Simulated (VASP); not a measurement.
# Na6Yb (Pm-3m) in VASP: single point with PBE

Aim: the single point of Na6Yb with PBE.

All numbers are computed with VASP 6.6.1; they aren't measurements. Logs are shortened: lines on timing, memory, paths and dates and some standing lists are left out, and cuts for length are marked.

**1. The cell of the first run**

The structure is cubic, space group Pm-3m (No. 221). Conventional cell: a = 5.257 Å, b = 5.257 Å, c = 5.257 Å, α = 90.00°, β = 90.00°, γ = 90.00°. Within 2.9 Å of Na (site symmetry 4mm) lie 5 Na at 2.18 Å. Yb (site symmetry m-3m) has 24 Na at 3.87 Å and 6 Yb at 5.26 Å within 5.3 Å.

The cell was generated, and may not be a known phase.

**2. Single point, PBE**

INCAR

```
PREC = Accurate ; ENCUT = 520
EDIFF = 1E-6 ; ISMEAR = 0
SIGMA = 0.1 ; LREAL = False
LASPH = True ; NELM = 100
ALGO = Normal ; ISIF = 2
LWAVE = False ; LCHARG = False
GGA = PE ; NBANDS = 42
```

KPOINTS

```
Automatic mesh
0
Gamma
  4 4 4
```

POSCAR

```
Na6Yb
1.0
    5.2573065000      0.0000000000      0.0000000000
    0.0000000000      5.2573065000      0.0000000000
    0.0000000000      0.0000000000      5.2573065000
Na Yb
6 1
Direct
    0.2070000000      0.5000000000      0.5000000000
    0.5000000000      0.2070000000      0.5000000000
    0.7930000000      0.5000000000      0.5000000000
    0.5000000000      0.7930000000      0.5000000000
    0.5000000000      0.5000000000      0.2070000000
    0.5000000000      0.5000000000      0.7930000000
    0.0000000000      0.0000000000      0.0000000000
```

Potentials or basis: VASP PAW PBE potentials, release 64 (Na_pv, Yb).

On the command line:

```sh
$ cat potpaw_PBE.64/Na_pv/POTCAR potpaw_PBE.64/Yb/POTCAR > POTCAR
$ mpirun -np 1 vasp_std > vasp.out
```

OUTCAR:

```text
PREC = Accurate
   ENCUT = 520
   EDIFF = 1E-6
   ISMEAR = 0
   LREAL = False
   LASPH = True
   NELM = 100
   ISIF = 2
   GGA = PE

 ion  position               nearest neighbor table
   1  0.207  0.500  0.500-   3 2.18   2 2.18   4 2.18   5 2.18   6 2.18
   2  0.500  0.207  0.500-   4 2.18   3 2.18   1 2.18   5 2.18   6 2.18
   3  0.793  0.500  0.500-   1 2.18   2 2.18   4 2.18   5 2.18   6 2.18
   4  0.500  0.793  0.500-   2 2.18   1 2.18   3 2.18   5 2.18   6 2.18
   5  0.500  0.500  0.207-   6 2.18   2 2.18   3 2.18   4 2.18   1 2.18
   6  0.500  0.500  0.793-   5 2.18   2 2.18   3 2.18   4 2.18   1 2.18
   7  0.000  0.000  0.000-

  LATTYP: Found a simple cubic cell.
 ALAT       =     5.2573065000

  Lattice vectors:

 A1 = (   5.2573065000,   0.0000000000,   0.0000000000)
 A2 = (   0.0000000000,   5.2573065000,   0.0000000000)
 A3 = (   0.0000000000,   0.0000000000,   5.2573065000)

Analysis of symmetry for initial positions (statically):
=====================================================================
 Subroutine PRICEL returns:
 Original cell was already a primitive cell.

 Routine SETGRP: Setting up the symmetry group for a
 simple cubic supercell.

 Subroutine GETGRP returns: Found 48 space group operations
 (whereof 48 operations were pure point group operations)
 out of a pool of 48 trial point group operations.

The static configuration has the point symmetry O_h .

Analysis of symmetry for dynamics (positions and initial velocities):
=====================================================================
 Subroutine PRICEL returns:
 Original cell was already a primitive cell.

 Routine SETGRP: Setting up the symmetry group for a
 simple cubic supercell.

 Subroutine GETGRP returns: Found 48 space group operations
 (whereof 48 operations were pure point group operations)
 out of a pool of 48 trial point group operations.

The dynamic configuration has the point symmetry O_h .

 Subroutine INISYM returns: Found 48 space group operations
 (whereof 48 operations are pure point group operations),
 and found     1 'primitive' translations

----------------------------------------------------------------------------------------

                                     Primitive cell

[... 85 lines left out ...]
   EDIFF  = 0.1E-05   stopping-criterion for ELM
   LREAL  =      F    real-space projection
   EDIFFG = 0.1E-04   stopping-criterion for IOM
   NSW    =      0    number of steps for IOM
   IBRION =     -1    ionic relax: 0-MD 1-quasi-New 2-CG
   NFREE  =      0    steps in history (QN), initial steepest desc. (CG)
   ISIF   =      2    stress and relaxation
   ISYM   =      2    0-nonsym 1-usesym 2-fastsym
   POTIM  = 0.5000    time-step for ionic-motion
   TEBEG  =    0.0;   TEEND  =   0.0 temperature during run
   PSTRESS=    0.0 pullay stress
   NELECT =      66.0000    total number of electrons
   NUPDOWN=      -1.0000    fix difference up-down
   EMIN   =  10.00;   EMAX   =-10.00  energy-range for DOS
   EFERMI =   0.00;   METHOD = LEGACY
   ISMEAR =     0;   SIGMA  =   0.10  broadening in eV -4-tet -1-fermi 0-gaus
   EFERMI_NEDOS =   21; number of points for ismear=-14 and -15
   IALGO  =     38    algorithm
   IMIX   =      4    mixing-type and parameters
     AMIX     =   0.40;   BMIX     =  1.00
     AMIX_MAG =   1.60;   BMIX_MAG =  1.00
  volume/ion in A,a.u.               =      20.76       140.08
  Fermi-wavevector in a.u.,A,eV,Ry     =   1.258422  2.378072 21.546527  1.583625
  Thomas-Fermi vector in A             =   2.392032
   LORBIT       =      0    0 simple, 1 ext, 2 COOP (PROOUT), +10 PAW based schemes
   GGA     = PE    functional components
   LHFCALC =     F    Hartree Fock is set to
   AEXX    =    0.0000 exact exchange contribution
   IVDW    =     0    specifies the selected vdW correction
   LEPSILON=     F    determine dielectric tensor
   LRPA    =     F    only Hartree local field effects (RPA)
 non-spin polarized calculation
 Gauss-broadening in eV      SIGMA  =   0.10
  energy-cutoff  :      520.00
  volume of cell :      145.31
 maximum number of plane-waves:      3948
 NGX is ok and might be reduce to    40
   NGX = 19   NGY = 19   NGZ = 19

 number of electron      66.0000024 magnetization

 Free energy of the ion-electron system (eV)
  ---------------------------------------------------
  ext. energy  EPLUGINS =         0.00000000
  ---------------------------------------------------
  free energy    TOTEN  =         3.43377401 eV

  energy without entropy =        3.44730658  energy(sigma->0) =        3.44054030

 E-fermi :   3.3247     XC(G=0):  -8.8289

 val. band max:        3.1835091877   @ k =   0.5000   0.2500   0.2500
 cond. band min:       3.3688139288   @ k =   0.0000   0.0000   0.0000
 fundamental gap:      0.1853047411
 Fermi energy:         3.3247225468

 k-point     1 :       0.0000    0.0000    0.0000
  band No.  band energies     occupation
      1     -48.4999      2.00000
      2     -25.8223      2.00000
      3     -24.6969      2.00000
      4     -24.6969      2.00000
      5     -24.6969      2.00000
      6     -24.5237      2.00000
[... 439 lines left out ...]
     41       8.4399      0.00000
     42       8.4399      0.00000

------------------------ aborting loop because EDIFF is reached ----------------------------------------

  FORCE on cell =-STRESS in cart. coord.  units (eV):
  Direction    XX          YY          ZZ          XY          YZ          ZX
  --------------------------------------------------------------------------------------
  -------------------------------------------------------------------------------------
  Total       24.8018920     24.8018920     24.8018920     -0.0000000      0.0000000     -0.0000000
  in kB      273.4673633    273.4673633    273.4673633     -0.0000000      0.0000000     -0.0000000
  external PRESSURE =     273.4673633 kB  Pullay stress =       0.0000000 kB

 VOLUME and BASIS-vectors are now :
 -----------------------------------------------------------------------------
  energy-cutoff  :      520.00
  volume of cell :      145.31
      direct lattice vectors                 reciprocal lattice vectors
     5.257306500  0.000000000  0.000000000     0.190211470  0.000000000  0.000000000
     0.000000000  5.257306500  0.000000000     0.000000000  0.190211470  0.000000000
     0.000000000  0.000000000  5.257306500     0.000000000  0.000000000  0.190211470

 POSITION                                       TOTAL-FORCE (eV/Angst)
 -----------------------------------------------------------------------------------
      1.08826      2.62865      2.62865        -4.726357      0.000000      0.000000
      2.62865      1.08826      2.62865         0.000000     -4.726357     -0.000000
      4.16904      2.62865      2.62865         4.726357      0.000000     -0.000000
      2.62865      4.16904      2.62865         0.000000      4.726357      0.000000
      2.62865      2.62865      1.08826         0.000000      0.000000     -4.726357
      2.62865      2.62865      4.16904         0.000000      0.000000      4.726357
      0.00000      0.00000      0.00000         0.000000      0.000000      0.000000
 -----------------------------------------------------------------------------------
    total drift:                               -0.000000     -0.000000     -0.000000

  FREE ENERGIE OF THE ION-ELECTRON SYSTEM (eV)
  ---------------------------------------------------
  free  energy   TOTEN  =         3.4337740094 eV

  energy  without entropy=        3.4473065822  energy(sigma->0) =        3.44054030
```

OSZICAR:

```text
N       E                     dE             d eps       ncg     rms          rms(c)
DAV:   1     0.688501751329E+03    0.68850E+03   -0.31538E+04  1180   0.805E+03
DAV:   2     0.106107316346E+03   -0.58239E+03   -0.56694E+03  1130   0.105E+03
DAV:   3     0.126863586717E+02   -0.93421E+02   -0.91707E+02  1088   0.238E+02
[... 22 lines left out ...]
DAV:  26     0.343371600657E+01    0.12581E-03   -0.88002E-05  1240   0.164E-01    0.936E-02
DAV:  27     0.343375800253E+01    0.41996E-04   -0.35465E-05  1334   0.100E-01    0.557E-02
DAV:  28     0.343377455916E+01    0.16557E-04   -0.14950E-05  1058   0.850E-02    0.177E-02
DAV:  29     0.343377377123E+01   -0.78793E-06   -0.20513E-05  1050   0.235E-02    0.311E-02
DAV:  30     0.343377400943E+01    0.23820E-06   -0.51313E-07   532   0.124E-02
   1 F= 0.34337740E+01 E0= 0.34405403E+01  d E =-.135326E-01
```

It took 71 s on 1 thread of AMD EPYC 9R45 (Zen 5), shared host; peak memory 0.24 GiB.

What came out:

- Free energy: 3.4338 eV
- Pressure: 27.3 GPa
- Largest force: 4.726 eV/Å
- Band gap on the k mesh: zero (bands 33 and 34 overlap by 0.62 eV)

Forces in eV/Å, atoms in the order of the input:
```
Na  -4.726  0.000  0.000
Na   0.000 -4.726  0.000
Na   4.726  0.000  0.000
Na   0.000  4.726  0.000
Na   0.000  0.000 -4.726
Na   0.000  0.000  4.726
Yb   0.000  0.000  0.000
```

Levels at points of the mesh, in eV from the Fermi level:
```
           k point  band 29  band 30  band 31  band 32  band 33  band 34  band 35  band 36  band 37  band 38
(0.00, 0.00, 0.00)    -0.26    -0.25    -0.19    -0.19     0.04     0.28     0.28     0.28     2.14     2.14
(0.50, 0.00, 0.00)    -0.26    -0.24    -0.24     0.38     0.38     0.45     0.86     1.53     1.53     2.21
(0.50, 0.50, 0.00)    -0.26    -0.24    -0.24    -0.24    -0.24     0.96     0.96     1.27     2.30     2.58
(0.50, 0.50, 0.50)    -0.78    -0.52    -0.25    -0.25    -0.25    -0.24    -0.24    -0.24    -0.23     3.68
```

Caveat: the cell stands under pressure; spin-orbit coupling is left out, which moves the levels of the heavy elements; forces of over 1 eV/Å act on the atoms, so gaps and moduli don't describe the material at rest. Spin polarisation is off, so any magnetic state and its effect on volume and gap are missing.

The gap in the log of VASP goes by the Fermi energy; the results here count the filled bands.